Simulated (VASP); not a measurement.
The system is BiSb3O2.

```
CELL_PARAMETERS angstrom
0.00000 5.40945 5.40945
5.40945 0.00000 5.40945
5.40945 5.40945 0.00000
ATOMIC_POSITIONS crystal
Sb 0.12500 0.12500 0.12500
Sb 0.12500 0.12500 0.62500
Sb 0.12500 0.62500 0.12500
Sb 0.62500 0.12500 0.12500
Sb 0.50000 0.50000 0.50000
Sb 0.75000 0.75000 0.75000
Bi 0.00000 0.00000 0.00000
Bi 0.25000 0.25000 0.25000
O 0.62500 0.62500 0.62500
O 0.62500 0.62500 0.12500
O 0.62500 0.12500 0.62500
O 0.12500 0.62500 0.62500
```

The cell was generated, and may not be a known phase.

```yaml
Program: VASP 6.6.1
Task: relaxation of cell and atoms
Functional: PBE
Potentials_or_basis: VASP PAW PBE potentials, release 64 (Sb, Bi_d, O)
Cutoff: 600 eV
k_mesh: 4 × 4 × 4
Occupations: gaussian, width 0.1 eV
Spin: no spin polarisation
```

At the start: pressure 23.6 GPa; volume 26.38 Å³/atom.

**Question.** How do energy, volume and symmetry change on relaxing?

**Answer.** Over 4 steps the energy falls by 595.9 meV/atom and the volume is 37.62 Å³/atom (+42.6 %); space group Fd-3m (No. 227, to 0.1 Å) before and after.

Step by step:
| step | energy change (eV) | largest force (eV/Å) | pressure (GPa) | volume (Å³) |
| --- | --- | --- | --- | --- |
| 1 | 0.0000 | 0.0000 | 23.63 | 316.58 |
| 2 | -6.1009 | 0.0000 | -3.69 | 530.37 |
| 3 | -7.1455 | 0.0000 | 0.34 | 445.58 |
| 4 | -7.1502 | 0.0000 | -0.07 | 451.40 |

Final structure:
```
Sb Bi O
1.0
     0.00000    6.08850    6.08850
     6.08850    0.00000    6.08850
     6.08850    6.08850    0.00000
Sb Bi O
6 2 4
Direct
  0.12500 0.12500 0.12500
  0.12500 0.12500 0.62500
  0.12500 0.62500 0.12500
  0.62500 0.12500 0.12500
  0.50000 0.50000 0.50000
  0.75000 0.75000 0.75000
  0.00000 0.00000 0.00000
  0.25000 0.25000 0.25000
  0.62500 0.62500 0.62500
  0.62500 0.62500 0.12500
  0.62500 0.12500 0.62500
  0.12500 0.62500 0.62500
```

Caveat: the volume moved by over 15 % at a fixed basis, so the end points are rough.
